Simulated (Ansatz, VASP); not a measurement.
Two plane-wave programs on LiF

```
Li F
1.0
     3.06311    0.00000    0.00000
    -1.53155    2.65273    0.00000
     0.00000    0.00000    4.55913
Li F
2 2
Direct
  0.33333 0.66667 0.36526
  0.66667 0.33333 0.86526
  0.33333 0.66667 0.99102
  0.66667 0.33333 0.49102
```

Alike in both runs: task single point; functional LDA; k mesh 9 × 9 × 6; occupations gaussian, width 0.05 eV; no spin polarisation.

|  | VASP | Ansatz |
| --- | --- | --- |
| version | VASP 6.6.1 | Ansatz 0.2.0 |
| potentials or method | VASP PAW LDA potentials, release 64 (Li_sv, F), cutoff 520 eV | scalar-relativistic, plane waves, PAW |
| valence electrons in the cell | 20 | 20 |

|  | VASP | Ansatz | Ansatz less VASP |
| --- | --- | --- | --- |
| gap on the k mesh at the Fermi level (eV) | 7.87 | 7.89 | +0.014 |
| least direct gap on the mesh (eV) | 7.87 | 7.89 | +0.014 |
| rms of the force components (eV/Å) | 0.384 | 0.376 | -0.0074 |

LDA's correlation is that of Perdew and Zunger in VASP and of Perdew and Wang (1992) in Ansatz. Atom by atom the forces differ by 0.007 eV/Å (rms over components).

Noted on VASP's run: the cutoff is under 1.25 times that of the potentials, so the pressure is a little rough.
